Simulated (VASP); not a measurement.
# Be in VASP: notebook

The runs below take Be through single point, relaxation of cell and atoms, with PBEsol.

Everything below comes from runs of VASP 6.6.1. Logs are shortened: lines on timing, memory, paths and dates and some standing lists are left out, and cuts for length are marked.

**1. The cell of the first run**

The typed cell holds 8 atoms: a = 3.569 Å, b = 3.569 Å, c = 6.174 Å, α = 89.98°, β = 90.02°, γ = 119.90°.

**2. Single point, PBEsol**

INCAR reads:

```
ALGO = Normal
EDIFF = 1E-7
ENCUT = 520
GGA = PS
ISIF = 2
ISMEAR = 0
LASPH = T
LCHARG = F
LREAL = F
LWAVE = F
NBANDS = 18
NELM = 80
PREC = Accurate
SIGMA = 0.1
```

KPOINTS reads:

```
k-points
0
Gamma
  6 6 4
```

POSCAR reads:

```
Be
1.0
   -3.4443908789     -0.0012478323      0.9346005178
    0.9066773972      0.0078991487     -3.4517511789
   -0.0000593865     -6.1735289601     -0.0161930399
Be
8
Direct
   -0.1511013215      0.6511055530      0.9999436452
    0.6511106480      0.8488868125      0.5000596675
    0.1699396469      0.3300699865      1.0001499885
    0.3300622745      0.1699328902      0.4998515438
   -0.0120203441      0.5120039896      0.6597685312
    0.5120986815     -0.0121028609      0.1598297286
    0.5120094771      0.9879983381      0.8402298554
    0.9879009376      0.5121052910      0.3401670397
```

Potentials or basis: VASP PAW PBE potentials, release 64 (Be).

Command:

```sh
$ cat potpaw_PBE.64/Be/POTCAR > POTCAR
$ mpirun -np 1 vasp_std > vasp.out
```

OUTCAR:

```text
EDIFF = 1E-7
   ENCUT = 520
   GGA = PS
   ISIF = 2
   ISMEAR = 0
   LASPH = T
   LREAL = F
   NELM = 80
   PREC = Accurate

 ion  position               nearest neighbor table
   1  0.849  0.651  1.000-   3 1.98   3 2.10   3 2.10   8 2.27   5 2.27   7 2.28   7 2.28   6 2.28
                             6 2.28   7 2.30   6 2.30
   2  0.651  0.849  0.500-   4 1.98   4 2.10   4 2.10   6 2.27   7 2.27   5 2.28   5 2.28   8 2.28
                             8 2.28   5 2.30   8 2.30
   3  0.170  0.330  0.000-   1 1.98   1 2.10   1 2.10   6 2.26   6 2.26   7 2.26   7 2.26   6 2.33
                             7 2.33   8 2.38   5 2.38
   4  0.330  0.170  0.500-   2 1.98   2 2.10   2 2.10   8 2.26   8 2.26   5 2.26   5 2.26   8 2.33
                             5 2.33   6 2.38   7 2.38
   5  0.988  0.512  0.660-   8 1.97   7 2.11   7 2.11   4 2.26   4 2.26   1 2.27   2 2.28   2 2.28
                             2 2.30   4 2.33   3 2.38
   6  0.512  0.988  0.160-   7 1.97   8 2.11   8 2.11   3 2.26   3 2.26   2 2.27   1 2.28   1 2.28
                             1 2.30   3 2.33   4 2.38
   7  0.512  0.988  0.840-   6 1.97   5 2.11   5 2.11   3 2.26   3 2.26   2 2.27   1 2.28   1 2.28
                             1 2.30   3 2.33   4 2.38
   8  0.988  0.512  0.340-   5 1.97   6 2.11   6 2.11   4 2.26   4 2.26   1 2.27   2 2.28   2 2.28
                             2 2.30   4 2.33   3 2.38

  LATTYP: Found a base centered monoclinic cell.
 ALAT       =    13.8045516005
 B/A-ratio  =     0.2589265178
 C/A-ratio  =     0.4472112080
 COS(beta)  =    -0.8942546115

  Lattice vectors:

 A1 = (   0.9067367837,   6.1814281088,  -3.4355581390)
 A2 = (   3.4444502654,   6.1747767924,  -0.9184074779)
 A3 = (  -0.0000593865,  -6.1735289601,  -0.0161930399)

Analysis of symmetry for initial positions (statically):
=====================================================================
 Subroutine PRICEL returns:
 Original cell was already a primitive cell.

 Routine SETGRP: Setting up the symmetry group for a
 base centered monoclinic supercell.

 Subroutine GETGRP returns: Found  1 space group operations
 (whereof  1 operations were pure point group operations)
 out of a pool of  4 trial point group operations.

The static configuration has the point symmetry C_1 .

Analysis of symmetry for dynamics (positions and initial velocities):
=====================================================================
 Subroutine PRICEL returns:
 Original cell was already a primitive cell.

 Routine SETGRP: Setting up the symmetry group for a
 base centered monoclinic supercell.

 Subroutine GETGRP returns: Found  1 space group operations
 (whereof  1 operations were pure point group operations)
 out of a pool of  4 trial point group operations.

The dynamic configuration has the point symmetry C_1 .

 Subroutine INISYM returns: Found  1 space group operations
 (whereof  1 operations are pure point group operations),
 and found     1 'primitive' translations

----------------------------------------------------------------------------------------

                                     Primitive cell

  volume of cell :      68.1673

  direct lattice vectors                    reciprocal lattice vectors
    -3.444390879 -0.001247832  0.934600518    -0.312607617  0.000218387 -0.082112679
     0.906677397  0.007899149 -3.451751179    -0.084641822  0.000819024 -0.311939158
    -0.000059386 -6.173528960 -0.016193040    -0.000045115 -0.161980904 -0.000382535

  length of vectors
     3.568936566  3.568853107  6.173550197     0.323212100  0.323219658  0.161981362

  position of ions in fractional coordinates (direct lattice)
     0.848898678  0.651105553  0.999943645
     0.651110648  0.848886812  0.500059667
     0.169939647  0.330069986  0.000149988
     0.330062275  0.169932890  0.499851544
     0.987979656  0.512003990  0.659768531
     0.512098681  0.987897139  0.159829729
     0.512009477  0.987998338  0.840229855
     0.987900938  0.512105291  0.340167040
[... 36 lines left out ...]
|           W    W   A  A   R    R  NN   N  II  NN   N  G    G  !!!           |
|           W    W  A    A  R    R  N N  N  II  N N  N  G       !!!           |
|           W WW W  AAAAAA  RRRRR   N  N N  II  N  N N  G  GGG   !            |
|           WW  WW  A    A  R   R   N   NN  II  N   NN  G    G                |
|           W    W  A    A  R    R  N    N  II  N    N   GGGG   !!!           |
|                                                                             |
|     Your reciprocal lattice and k-lattice belong to different lattice       |
|     classes:                                                                |
|                                                                             |
|        The reciprocal lattice is triclinic,                                 |
|        whereas your k-lattice is base-centered monoclinic.                  |
|                                                                             |
|     Results are often still useful ...                                      |
|                                                                             |
 -----------------------------------------------------------------------------

 Subroutine IBZKPT returns following result:
 ===========================================

 Found     76 irreducible k-points:

 Following reciprocal coordinates:
            Coordinates               Weight
  0.000000  0.000000  0.000000      1.000000
  0.166667 -0.000000  0.000000      2.000000
  0.333333  0.000000 -0.000000      2.000000
  0.500000 -0.000000  0.000000      1.000000
 -0.000000  0.166667 -0.000000      2.000000
  0.166667  0.166667 -0.000000      2.000000
[... 16 lines left out ...]
  0.333333  0.000000  0.250000      2.000000
  0.500000  0.000000  0.250000      2.000000
 [... further k-points ...]
   k-points           NKPTS =     76   k-points in BZ     NKDIM =     76   number of bands    NBANDS=     18
   number of dos      NEDOS =    301   number of ions     NIONS =      8
   total plane-waves  NPLWV =  37632
   dimension x,y,z NGX =    28 NGY =   28 NGZ =   48
   dimension x,y,z NGXF=    56 NGYF=   56 NGZF=   96
   ions per type =               8
   NGX,Y,Z   is equivalent  to a cutoff of  13.04, 13.04, 12.93 a.u.
   NGXF,Y,Z  is equivalent  to a cutoff of  26.09, 26.09, 25.85 a.u.
 SYSTEM =  unknown system
   PREC   = accura    normal or accurate (medium, high low for compatibility)
   ISTART =      0    job   : 0-new  1-cont  2-samecut
   ICHARG =      2    charge: 1-file 2-atom 10-const
   ISPIN  =      1    spin polarized calculation?
   LNONCOLLINEAR =      F non collinear calculations
   LSORBIT =      F    spin-orbit coupling
   LASPH  =      T    aspherical Exc in radial PAW
   ENCUT  =  520.0 eV  38.22 Ry    6.18 a.u.   6.64  6.64 11.48*2*pi/ulx,y,z
   NELM   =     80;   NELMIN=  2; NELMDL= -5     # of ELM steps
   EDIFF  = 0.1E-06   stopping-criterion for ELM
   LREAL  =      F    real-space projection
   EDIFFG = 0.1E-05   stopping-criterion for IOM
   NSW    =      0    number of steps for IOM
   IBRION =     -1    ionic relax: 0-MD 1-quasi-New 2-CG
   NFREE  =      0    steps in history (QN), initial steepest desc. (CG)
   ISIF   =      2    stress and relaxation
   ISYM   =      2    0-nonsym 1-usesym 2-fastsym
   POTIM  = 0.5000    time-step for ionic-motion
   TEBEG  =    0.0;   TEEND  =   0.0 temperature during run
   PSTRESS=    0.0 pullay stress
   NELECT =      16.0000    total number of electrons
   NUPDOWN=      -1.0000    fix difference up-down
   EMIN   =  10.00;   EMAX   =-10.00  energy-range for DOS
   EFERMI =   0.00;   METHOD = LEGACY
   ISMEAR =     0;   SIGMA  =   0.10  broadening in eV -4-tet -1-fermi 0-gaus
   EFERMI_NEDOS =   21; number of points for ismear=-14 and -15
   IALGO  =     38    algorithm
   IMIX   =      4    mixing-type and parameters
     AMIX     =   0.40;   BMIX     =  1.00
     AMIX_MAG =   1.60;   BMIX_MAG =  1.00
  volume/ion in A,a.u.               =       8.52        57.50
  Fermi-wavevector in a.u.,A,eV,Ry     =   1.009848  1.908337 13.875135  1.019794
  Thomas-Fermi vector in A             =   2.142802
   LORBIT       =      0    0 simple, 1 ext, 2 COOP (PROOUT), +10 PAW based schemes
   GGA     = PS    functional components
   LHFCALC =     F    Hartree Fock is set to
   AEXX    =    0.0000 exact exchange contribution
   IVDW    =     0    specifies the selected vdW correction
   LEPSILON=     F    determine dielectric tensor
   LRPA    =     F    only Hartree local field effects (RPA)
 non-spin polarized calculation
 Gauss-broadening in eV      SIGMA  =   0.10
  energy-cutoff  :      520.00
  volume of cell :       68.17
 maximum number of plane-waves:      1861
 NGX is ok and might be reduce to    28
   NGX = 13   NGY = 13   NGZ = 23

 number of electron      16.0000000 magnetization

 Free energy of the ion-electron system (eV)
  ---------------------------------------------------
  ext. energy  EPLUGINS =         0.00000000
  ---------------------------------------------------
  free energy    TOTEN  =       -31.01438853 eV

  energy without entropy =      -31.01208159  energy(sigma->0) =      -31.01323506

 E-fermi :   5.6108     XC(G=0): -10.3034

 val. band max:        5.5285706941   @ k =   0.5000   0.1667   0.0000
 cond. band min:       5.6752597848   @ k =  -0.1667   0.1667   0.2500
 fundamental gap:      0.1466890907
 Fermi energy:         5.6108107887

 k-point     1 :       0.0000    0.0000    0.0000
  band No.  band energies     occupation
      1      -4.5646      2.00000
      2      -1.9575      2.00000
      3      -1.2969      2.00000
      4       4.9269      2.00000
      5       5.9912      0.00000
      6       6.6500      0.00000
[... 481 lines left out ...]
      5       2.5957      2.00000
      6       2.5996      2.00000
[... 10 lines left out ...]
     17      16.1848      0.00000
     18      16.1957      0.00000

 [... further k-points ...]
[... 5 lines left out ...]
  --------------------------------------------------------------------------------------
  -------------------------------------------------------------------------------------
  Total        0.1694572      0.1074502      0.1732439      0.0050497     -0.0047845     -0.0192198
  in kB        3.9828547      2.5254670      4.0718559      0.1186862     -0.1124539     -0.4517345
  external PRESSURE =       3.5267258 kB  Pullay stress =       0.0000000 kB

 VOLUME and BASIS-vectors are now :
 -----------------------------------------------------------------------------
  energy-cutoff  :      520.00
  volume of cell :       68.17
      direct lattice vectors                 reciprocal lattice vectors
    -3.444390879 -0.001247832  0.934600518    -0.312607617  0.000218387 -0.082112679
     0.906677397  0.007899149 -3.451751179    -0.084641822  0.000819024 -0.311939158
    -0.000059386 -6.173528960 -0.016193040    -0.000045115 -0.161980904 -0.000382535

 POSITION                                       TOTAL-FORCE (eV/Angst)
 -----------------------------------------------------------------------------------
     -2.33366     -6.16910     -1.47027         0.008322      0.000145     -0.008311
     -1.47304     -3.08124     -2.32972        -0.007772      0.000034      0.007768
     -0.28607      0.00147     -0.98050        -0.010401      0.001868      0.010572
     -0.98282     -3.08492     -0.28618         0.010226     -0.001790     -0.010266
     -2.93880     -4.07029     -0.85463        -0.001259     -0.019490      0.000780
     -0.86817     -0.97955     -2.93396         0.000263     -0.016821     -0.000498
     -0.86781     -5.18002     -2.94541         0.000990      0.019457     -0.000645
     -2.93842     -2.09722     -0.84988        -0.000369      0.016598      0.000600
 -----------------------------------------------------------------------------------
    total drift:                                0.000002      0.000006     -0.000002

  FREE ENERGIE OF THE ION-ELECTRON SYSTEM (eV)
  ---------------------------------------------------
  free  energy   TOTEN  =       -31.0143885309 eV

  energy  without entropy=      -31.0120815946  energy(sigma->0) =      -31.01323506
```

It took 42 s on 1 thread of AMD EPYC 9R45 (Zen 5), shared host; peak memory 0.18 GiB.

Results:

```
Free energy            : -31.0144 eV
Pressure               : 0.4 GPa
Largest force          : 0.020 eV/Å
Band gap on the k mesh : zero (band 8 reaches 7.10 eV, above the bottom of band 9 at 3.17 eV)
```

Forces in eV/Å, atoms in the order of the input:
```
Be   0.008  0.000 -0.008
Be  -0.008  0.000  0.008
Be  -0.010  0.002  0.011
Be   0.010 -0.002 -0.010
Be  -0.001 -0.019  0.001
Be   0.000 -0.017  0.000
Be   0.001  0.019 -0.001
Be   0.000  0.017  0.001
```

Caveat: the PAW data sets were made with another functional, which shifts forces and pressure a little.

(Part 1 of 2 ends here.)
